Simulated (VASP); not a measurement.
Runs of VASP 6.6.1 on Er. The structure is that of space group Im-3m (No. 229), or close to it. The cells are those of the table. 

```csv
cell,gap on the mesh (eV),pressure (GPa),moment (μB)
"a = 3.493 Å, angles 109.5°, 1 atom",none,1.1,2.38
"a = 3.471 Å, angles 109.5°, 1 atom",none,1.7,2.38
"a = 3.356 Å, angles 109.5°, 1 atom",none,4.9,2.31
"a = 3.449 Å, angles 109.5°, 1 atom",none,(a),2.38
"a = 3.403 Å, angles 109.5°, 1 atom",none,3.2,2.31
"a = 3.426 Å, angles 109.5°, 1 atom",none,1.7,(b)
```

Alike in all rows: task single point; level PBE; potentials or basis VASP PAW PBE potentials, release 64 (Er); spin collinear, ferromagnetic start; k mesh 9 × 9 × 9; cutoff (eV) 520; smearing fermi-dirac 0.05 eV.

Task: Fill in the values left out.

Result: (a) 2.2; (b) 2.20.

Caveats: the magnetic or orbital state may not be the lowest; spin-orbit coupling is left out, which moves the levels of the heavy elements.

A k mesh can miss the band edges, and the runs leave out spin-orbit coupling on Er.

A gap of «none» marks levels without a gap at the run's occupations.
